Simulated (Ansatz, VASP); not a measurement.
One calculation of AgCl, two programs

```
Ag Cl
1.0
     0.00000    2.80964    2.80964
     2.80964    0.00000    2.80964
     2.80964    2.80964    0.00000
Ag Cl
1 1
Direct
  0.50000 0.50000 0.50000
  0.00000 0.00000 0.00000
```

Change from the starting cell: volume scaled by 1.04.

Alike in both runs: task single point; functional LDA; k mesh 8 × 8 × 8; occupations fermi-dirac, width 0.02 eV; no spin polarisation.

|  | VASP | Ansatz |
| --- | --- | --- |
| version | VASP 6.6.1 | Ansatz 0.2.0 |
| potentials or method | VASP PAW LDA potentials, release 64 (Ag, Cl), cutoff 520 eV | all-electron LAPW, scalar-relativistic |

|  | VASP | Ansatz | Ansatz less VASP |
| --- | --- | --- | --- |
| pressure (GPa) | -6.9 | -6.9 | +0.02 |

LDA's correlation is that of Perdew and Zunger in VASP and of Perdew and Wang (1992) in Ansatz. Ansatz ran all-electron here, and VASP with PAW potentials.
